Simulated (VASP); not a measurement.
# HfN (rocksalt type) (Fm-3m) in VASP: further runs

The runs below take HfN (rocksalt type) through single point, with PBE.

Program: VASP 6.6.1. These are calculated values, not measurements. Logs are shortened: lines on timing, memory, paths and dates and some standing lists are left out, and cuts for length are marked.

## 1. The cell of the first run

Symmetry: Fm-3m, No. 225, cubic system. Conventional cell: a = 4.548 Å, b = 4.548 Å, c = 4.548 Å, α = 90.00°, β = 90.00°, γ = 90.00°. Within 3.0 Å of Hf (site symmetry m-3m) lie 6 N at 2.27 Å. Within 3.0 Å of N (site symmetry m-3m) lie 6 Hf at 2.27 Å.

## 2. Single point, PBE (volume scaled by 1, to set the pressure)

Contents of INCAR:

```
PREC     = Accurate       # precision mode
ENCUT    = 520            # plane-wave cutoff, eV
EDIFF    = 1E-7           # SCF threshold, eV
ISMEAR   = -1             # smearing method
SIGMA    = 0.05           # smearing width, eV
LREAL    = False          # projectors in reciprocal space
LASPH    = True           # aspherical terms in the spheres
NELM     = 80             # most SCF steps
ALGO     = Normal         # electronic algorithm
ISIF     = 2              # what is computed and relaxed
LWAVE    = False          # write WAVECAR
LCHARG   = True           # write CHGCAR
GGA      = PE             # functional
LELF     = True           # ELF
LVHAR    = True         
NBANDS   = 14             # bands
```

Contents of KPOINTS:

```
regular mesh
0
Gamma
  15 15 15
```

Contents of POSCAR:

```
HfN
1.0
    0.0000000000      2.2739055545      2.2739055545
    2.2739055545      0.0000000000      2.2739055545
    2.2739055545      2.2739055545      0.0000000000
Hf N
1 1
Direct
    0.0000000000      0.0000000000      0.0000000000
    0.5000000000      0.5000000000      0.5000000000
```

Potentials or basis: VASP PAW PBE potentials, release 64 (Hf_pv, N).

Started as:

```bash
cat potpaw_PBE.64/Hf_pv/POTCAR potpaw_PBE.64/N/POTCAR > POTCAR
mpirun -np 1 vasp_std > vasp.out
```

OUTCAR:

```text
PREC = Accurate
   ENCUT = 520
   EDIFF = 1E-7
   ISMEAR = -1
   LREAL = False
   LASPH = True
   NELM = 80
   ISIF = 2
   GGA = PE

 ion  position               nearest neighbor table
   1  0.000  0.000  0.000-   2 2.27   2 2.27   2 2.27   2 2.27   2 2.27   2 2.27
   2  0.500  0.500  0.500-   1 2.27   1 2.27   1 2.27   1 2.27   1 2.27   1 2.27

  LATTYP: Found a face centered cubic cell.
 ALAT       =     4.5478111090

  Lattice vectors:

 A1 = (   0.0000000000,   2.2739055545,   2.2739055545)
 A2 = (   2.2739055545,   0.0000000000,   2.2739055545)
 A3 = (   2.2739055545,   2.2739055545,   0.0000000000)

Analysis of symmetry for initial positions (statically):
=====================================================================
 Subroutine PRICEL returns:
 Original cell was already a primitive cell.

 Routine SETGRP: Setting up the symmetry group for a
 face centered cubic supercell.

 Subroutine GETGRP returns: Found 48 space group operations
 (whereof 48 operations were pure point group operations)
 out of a pool of 48 trial point group operations.

The static configuration has the point symmetry O_h .

Analysis of symmetry for dynamics (positions and initial velocities):
=====================================================================
 Subroutine PRICEL returns:
 Original cell was already a primitive cell.

 Routine SETGRP: Setting up the symmetry group for a
 face centered cubic supercell.

 Subroutine GETGRP returns: Found 48 space group operations
 (whereof 48 operations were pure point group operations)
 out of a pool of 48 trial point group operations.

The dynamic configuration has the point symmetry O_h .

 Subroutine INISYM returns: Found 48 space group operations
 (whereof 48 operations are pure point group operations),
 and found     1 'primitive' translations

----------------------------------------------------------------------------------------

                                     Primitive cell

  volume of cell :      23.5151

  direct lattice vectors                    reciprocal lattice vectors
     0.000000000  2.273905555  2.273905555    -0.219886001  0.219886001  0.219886001
     2.273905555  0.000000000  2.273905555     0.219886001 -0.219886001  0.219886001
     2.273905555  2.273905555  0.000000000     0.219886001  0.219886001 -0.219886001

  length of vectors
     3.215788075  3.215788075  3.215788075     0.380853726  0.380853726  0.380853726

  position of ions in fractional coordinates (direct lattice)
     0.000000000  0.000000000  0.000000000
     0.500000000  0.500000000  0.500000000

  ion indices of the primitive-cell ions
   primitive index   ion index
                 1           1
                 2           2

----------------------------------------------------------------------------------------

 KPOINTS: regular mesh

Automatic generation of k-mesh.
 Grid dimensions read from file:
 generate k-points for:   15   15   15

 Generating k-lattice:

  Cartesian coordinates                     Fractional coordinates (reciprocal lattice)
    -0.014659067  0.014659067  0.014659067     0.066666667  0.000000000  0.000000000
     0.014659067 -0.014659067  0.014659067     0.000000000  0.066666667  0.000000000
     0.014659067  0.014659067 -0.014659067     0.000000000  0.000000000  0.066666667

  Length of vectors
     0.025390248  0.025390248  0.025390248

  Shift w.r.t. Gamma in fractional coordinates (k-lattice)
     0.000000000  0.000000000  0.000000000

 Subroutine IBZKPT returns following result:
 ===========================================

 Found    120 irreducible k-points:

 Following reciprocal coordinates:
            Coordinates               Weight
  0.000000  0.000000  0.000000      1.000000
  0.066667  0.000000  0.000000      8.000000
  0.133333  0.000000  0.000000      8.000000
  0.200000  0.000000  0.000000      8.000000
  0.266667  0.000000  0.000000      8.000000
  0.333333  0.000000  0.000000      8.000000
[... 16 lines left out ...]
  0.133333  0.133333  0.000000      6.000000
  0.200000  0.133333  0.000000     24.000000
 [... further k-points ...]
   k-points           NKPTS =    120   k-points in BZ     NKDIM =    120   number of bands    NBANDS=     14
   number of dos      NEDOS =    301   number of ions     NIONS =      2
   total plane-waves  NPLWV =  13824
   dimension x,y,z NGX =    24 NGY =   24 NGZ =   24
   dimension x,y,z NGXF=    48 NGYF=   48 NGZF=   48
   ions per type =               1   1
   NGX,Y,Z   is equivalent  to a cutoff of  12.41, 12.41, 12.41 a.u.
   NGXF,Y,Z  is equivalent  to a cutoff of  24.81, 24.81, 24.81 a.u.
 SYSTEM =  unknown system
   PREC   = accura    normal or accurate (medium, high low for compatibility)
   ISTART =      0    job   : 0-new  1-cont  2-samecut
   ICHARG =      2    charge: 1-file 2-atom 10-const
   ISPIN  =      1    spin polarized calculation?
   LNONCOLLINEAR =      F non collinear calculations
   LSORBIT =      F    spin-orbit coupling
   LASPH  =      T    aspherical Exc in radial PAW
   ENCUT  =  520.0 eV  38.22 Ry    6.18 a.u.   5.98  5.98  5.98*2*pi/ulx,y,z
   NELM   =     80;   NELMIN=  2; NELMDL= -5     # of ELM steps
   EDIFF  = 0.1E-06   stopping-criterion for ELM
   LREAL  =      F    real-space projection
   EDIFFG = 0.1E-05   stopping-criterion for IOM
   NSW    =      0    number of steps for IOM
   IBRION =     -1    ionic relax: 0-MD 1-quasi-New 2-CG
   NFREE  =      0    steps in history (QN), initial steepest desc. (CG)
   ISIF   =      2    stress and relaxation
   ISYM   =      2    0-nonsym 1-usesym 2-fastsym
   POTIM  = 0.5000    time-step for ionic-motion
   TEBEG  =    0.0;   TEEND  =   0.0 temperature during run
   PSTRESS=    0.0 pullay stress
   NELECT =      15.0000    total number of electrons
   NUPDOWN=      -1.0000    fix difference up-down
   EMIN   =  10.00;   EMAX   =-10.00  energy-range for DOS
   EFERMI =   0.00;   METHOD = LEGACY
   ISMEAR =    -1;   SIGMA  =   0.05  broadening in eV -4-tet -1-fermi 0-gaus
   EFERMI_NEDOS =   21; number of points for ismear=-14 and -15
   IALGO  =     38    algorithm
   IMIX   =      4    mixing-type and parameters
     AMIX     =   0.40;   BMIX     =  1.00
     AMIX_MAG =   1.60;   BMIX_MAG =  1.00
  volume/ion in A,a.u.               =      11.76        79.34
  Fermi-wavevector in a.u.,A,eV,Ry     =   1.409255  2.663105 27.021155  1.985999
  Thomas-Fermi vector in A             =   2.531329
   LORBIT       =      0    0 simple, 1 ext, 2 COOP (PROOUT), +10 PAW based schemes
   GGA     = PE    functional components
   LHFCALC =     F    Hartree Fock is set to
   AEXX    =    0.0000 exact exchange contribution
   IVDW    =     0    specifies the selected vdW correction
   LEPSILON=     F    determine dielectric tensor
   LRPA    =     F    only Hartree local field effects (RPA)
 non-spin polarized calculation
  energy-cutoff  :      520.00
  volume of cell :       23.52
 maximum number of plane-waves:       644
   NGX = 11   NGY = 11   NGZ = 11

 number of electron      15.0000000 magnetization

 Free energy of the ion-electron system (eV)
  ---------------------------------------------------
  ext. energy  EPLUGINS =         0.00000000
  ---------------------------------------------------
  free energy    TOTEN  =       -21.75868978 eV

  energy without entropy =      -21.75360552  energy(sigma->0) =      -21.75614765

 E-fermi :   8.2206     XC(G=0): -12.6291

 val. band max:        8.1991732431   @ k =   0.2667   0.0667   0.0000
 cond. band min:       8.2476439559   @ k =  -0.1333   0.0667   0.0000
 fundamental gap:      0.0484707128
 Fermi energy:         8.2206113295

 k-point     1 :       0.0000    0.0000    0.0000
  band No.  band energies     occupation
      1     -23.0201      2.00000
      2     -23.0201      2.00000
      3     -23.0201      2.00000
      4      -9.1847      2.00000
      5       5.2035      2.00000
      6       5.2035      2.00000
      7       5.2035      2.00000
      8       7.8740      1.99805
      9       7.8740      1.99805
     10       7.8740      1.99805
     11       9.8190      0.00000
     12      10.1309      0.00000
     13      10.1309      0.00000
     14      17.7267      0.00000

 k-point     2 :       0.0667    0.0000    0.0000
  band No.  band energies     occupation
      1     -23.0623      2.00000
      2     -23.0237      2.00000
      3     -23.0237      2.00000
      4      -9.0864      2.00000
      5       4.7505      2.00000
      6       4.9469      2.00000
      7       4.9469      2.00000
      8       7.9924      1.97937
      9       8.0226      1.96258
     10       8.0226      1.96258
     11      10.1537      0.00000
     12      10.4656      0.00000
     13      10.4656      0.00000
     14      18.0674      0.00000

 k-point     3 :       0.1333    0.0000    0.0000
  band No.  band energies     occupation
      1     -23.1793      2.00000
      2     -23.0338      2.00000
      3     -23.0338      2.00000
      4      -8.8053      2.00000
      5       3.7632      2.00000
      6       4.3649      2.00000
      7       4.3649      2.00000
      8       8.1892      1.30462
      9       8.4112      0.04329
     10       8.4112      0.04329
     11      10.9817      0.00000
     12      11.3253      0.00000
     13      11.3253      0.00000
     14      19.0018      0.00000

 k-point     4 :       0.2000    0.0000    0.0000
  band No.  band energies     occupation
      1     -23.3463      2.00000
      2     -23.0486      2.00000
      3     -23.0486      2.00000
      4      -8.3798      2.00000
      5       2.6424      2.00000
      6       3.7115      2.00000
      7       3.7115      2.00000
      8       8.4538      0.01868
      9       8.9856      0.00000
     10       8.9856      0.00000
     11      11.9781      0.00000
     12      12.4657      0.00000
     13      12.4657      0.00000
     14      20.2341      0.00000

 k-point     5 :       0.2667    0.0000    0.0000
  band No.  band energies     occupation
      1     -23.5310      2.00000
      2     -23.0654      2.00000
      3     -23.0654      2.00000
      4      -7.8669      2.00000
      5       1.5621      2.00000
      6       3.1173      2.00000
      7       3.1173      2.00000
      8       8.8757      0.00000
      9       9.7101      0.00000
     10       9.7101      0.00000
     11      12.8825      0.00000
[... 276 lines left out ...]
 k-point    22 :      -0.0667    0.0667    0.0000
  band No.  band energies     occupation
      1     -23.1201      2.00000
      2     -23.0456      2.00000
      3     -23.0224      2.00000
      4      -8.9296      2.00000
      5       4.0906      2.00000
      6       4.4900      2.00000
      7       4.8214      2.00000
      8       8.0523      1.93327
      9       8.0677      1.91024
     10       8.5375      0.00353
     11      10.1743      0.00000
     12      11.0388      0.00000
     13      11.2559      0.00000
     14      18.6037      0.00000

 k-point    23 :       0.1333    0.1333    0.0000
  band No.  band energies     occupation
      1     -23.1697      2.00000
      2     -23.0681      2.00000
      3     -23.0681      2.00000
      4      -8.7181      2.00000
      5       3.0245      2.00000
      6       4.7040      2.00000
      7       4.7040      2.00000
      8       7.0610      2.00000
      9       9.2306      0.00000
     10       9.2306      0.00000
     11      10.2997      0.00000
     12      10.4180      0.00000
     13      13.0879      0.00000
     14      19.4020      0.00000

 k-point    24 :       0.2000    0.1333    0.0000
  band No.  band energies     occupation
      1     -23.2763      2.00000
      2     -23.0914      2.00000
      3     -23.0825      2.00000
      4      -8.4507      2.00000
      5       2.3647      2.00000
      6       4.2880      2.00000
      7       4.4112      2.00000
      8       6.9614      2.00000
      9       9.7330      0.00000
     10       9.7865      0.00000
     11      10.8135      0.00000
     12      10.8976      0.00000
     13      14.1541      0.00000
     14      20.3460      0.00000

 [... further k-points ...]

------------------------ aborting loop because EDIFF is reached ----------------------------------------

  FORCE on cell =-STRESS in cart. coord.  units (eV):
  Direction    XX          YY          ZZ          XY          YZ          ZX
  --------------------------------------------------------------------------------------
  -------------------------------------------------------------------------------------
  Total       -0.3423755     -0.3423755     -0.3423755     -0.0000000      0.0000000     -0.0000000
  in kB      -23.3273788    -23.3273788    -23.3273788     -0.0000000      0.0000000     -0.0000000
  external PRESSURE =     -23.3273788 kB  Pullay stress =       0.0000000 kB

 VOLUME and BASIS-vectors are now :
 -----------------------------------------------------------------------------
  energy-cutoff  :      520.00
  volume of cell :       23.52
      direct lattice vectors                 reciprocal lattice vectors
     0.000000000  2.273905555  2.273905555    -0.219886001  0.219886001  0.219886001
     2.273905555  0.000000000  2.273905555     0.219886001 -0.219886001  0.219886001
     2.273905555  2.273905555  0.000000000     0.219886001  0.219886001 -0.219886001

 POSITION                                       TOTAL-FORCE (eV/Angst)
 -----------------------------------------------------------------------------------
      0.00000      0.00000      0.00000        -0.000000     -0.000000     -0.000000
      2.27391      2.27391      2.27391         0.000000      0.000000      0.000000
 -----------------------------------------------------------------------------------
    total drift:                                0.000000     -0.000000     -0.000000

  FREE ENERGIE OF THE ION-ELECTRON SYSTEM (eV)
  ---------------------------------------------------
  free  energy   TOTEN  =       -21.7586897801 eV

  energy  without entropy=      -21.7536055240  energy(sigma->0) =      -21.75614765
```

Run time: 36 s. Hardware: 1 thread of Intel Xeon 8259CL, shared host; peak memory 0.17 GiB.

Results:

```
Free energy : -21.7587 eV
Pressure    : -2.3 GPa
```

Levels at points of the mesh, in eV from the Fermi level:
| k point | band 5 | band 6 | band 7 | band 8 | band 9 | band 10 | band 11 | band 12 |
| --- | --- | --- | --- | --- | --- | --- | --- | --- |
| (0.00, 0.00, 0.00) | -3.02 | -3.02 | -3.02 | -0.35 | -0.35 | -0.35 | 1.60 | 1.91 |

Caveat: the cell differs from its parent crystal (volume scaled by 1, to set the pressure); spin-orbit coupling is left out, which moves the levels of the heavy elements.

## 3. Single point, PBE

Contents of INCAR:

```
ALGO     = Normal         # electronic algorithm
EDIFF    = 1E-7           # SCF threshold, eV
ENCUT    = 520            # plane-wave cutoff, eV
GGA      = PE             # functional
ISIF     = 2              # what is computed and relaxed
ISMEAR   = -1             # smearing method
LASPH    = T              # aspherical terms in the spheres
LCHARG   = T              # write CHGCAR
LELF     = T              # ELF
LREAL    = F              # projectors in reciprocal space
LVHAR    = T            
LWAVE    = F              # write WAVECAR
NBANDS   = 14             # bands
NELM     = 80             # most SCF steps
PREC     = Accurate       # precision mode
SIGMA    = 0.05           # smearing width, eV
```

Contents of KPOINTS:

```
k-points
0
Gamma
  15 15 15
```

Contents of POSCAR:

```
HfN
1.0
    0.0000000000      2.2740670076      2.2740670076
    2.2740670076      0.0000000000      2.2740670076
    2.2740670076      2.2740670076      0.0000000000
Hf N
1 1
Direct
    0.0000000000      0.0000000000      0.0000000000
    0.5000000000      0.5000000000      0.5000000000
```

Potentials or basis: VASP PAW PBE potentials, release 64 (Hf_pv, N).

Started as:

```bash
cat potpaw_PBE.64/Hf_pv/POTCAR potpaw_PBE.64/N/POTCAR > POTCAR
mpirun -np 1 vasp_std > vasp.out
```

It took 41 s on 1 thread of Intel Xeon 8259CL, shared host; peak memory 0.17 GiB.

Results (log left out):

| Item | Value |
| --- | --- |
| Free energy | -21.7586 eV |
| Pressure | -2.4 GPa |

Levels at points of the mesh, in eV from the Fermi level:
```tsv
k point	band 4	band 5	band 6	band 7	band 8	band 9	band 10	band 11	band 12	band 13
(0.00, 0.00, 0.00)	-17.40	-3.02	-3.02	-3.02	-0.35	-0.35	-0.35	1.60	1.91	1.91
```

Caveat: spin-orbit coupling is left out, which moves the levels of the heavy elements.

## 4. Single point, PBE

Contents of INCAR:

```
PREC = Accurate ; ENCUT = 520
EDIFF = 1E-6 ; ISMEAR = -1
SIGMA = 0.05 ; LREAL = F
LASPH = T ; NELM = 80
ALGO = Normal ; ISIF = 2
LWAVE = F ; LCHARG = T
GGA = PE ; LELF = T
LVHAR = T ; NBANDS = 14
```

Contents of KPOINTS:

```
Automatic mesh
0
Gamma
  16 16 16
```

Contents of POSCAR:

```
HfN
1.0
    0.0000000000      2.2739055545      2.2739055545
    2.2739055545      0.0000000000      2.2739055545
    2.2739055545      2.2739055545      0.0000000000
Hf N
1 1
Direct
    0.0000000000      0.0000000000      0.0000000000
    0.5000000000      0.5000000000      0.5000000000
```

Started as:

```bash
cat potpaw_PBE.64/Hf_pv/POTCAR potpaw_PBE.64/N/POTCAR > POTCAR
mpirun -np 1 vasp_std > vasp.out
```

Wall time 47 s (1 thread of Intel Xeon 8259CL, shared host); peak memory 0.18 GiB.

Results (log left out):

```yaml
Free_energy: -21.7596 eV
Pressure: -2.3 GPa
```

Levels at points of the mesh, in eV from the Fermi level:
```csv
k point,band 5,band 6,band 7,band 8,band 9,band 10,band 11,band 12
"(0.00, 0.00, 0.00)",-3.01,-3.01,-3.01,-0.34,-0.34,-0.34,1.61,1.92
"(0.50, 0.00, 0.00)",-8.77,-6.09,-6.09,3.19,3.60,3.60,4.32,8.60
"(0.50, 0.50, 0.00)",-5.42,-3.72,-3.68,-3.68,3.99,5.36,5.37,5.37
```

Caveat: spin-orbit coupling is left out, which moves the levels of the heavy elements.
